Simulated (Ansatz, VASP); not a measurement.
# One calculation of Cd2HgO3, two programs

```
Cd Hg O
1.0
     3.40413    0.00000    0.00000
    -1.70206    2.94806    0.00000
     0.00000    0.00000    8.37373
Cd Hg O
2 1 3
Direct
  0.33333 0.66667 0.66299
  0.66667 0.33333 0.33701
  0.00000 0.00000 0.00000
  0.66667 0.33333 0.82178
  0.00000 0.00000 0.50000
  0.33333 0.66667 0.17822
```

Alike in both runs: task single point; functional PBE; k mesh 6 × 6 × 2; occupations gaussian, width 0.1 eV; no spin polarisation.

```csv
,VASP,Ansatz
version,VASP 6.6.1,Ansatz 0.2.0
potentials or method,"VASP PAW PBE potentials, release 64 (Cd_sv_GW, Hg_sv_GW, O), cutoff 700 eV","scalar-relativistic, plane waves, PAW"
valence electrons in the cell,78,78
```

Ansatz gave:

```
gap on the k mesh at the Fermi level (eV) : none
pressure (GPa)                            : 0.0
```

Problem. What did VASP give for the same quantities?

Solution. gap on the k mesh at the Fermi level (eV): none; pressure (GPa): -0.2.

A gap of «none» marks a metal or a gap that the smearing closes. The functional is the same, so the differences come from potentials, cutoffs and numerics.

The k mesh is coarse, so the values compare programs but aren't converged. Spin-orbit coupling is off throughout.
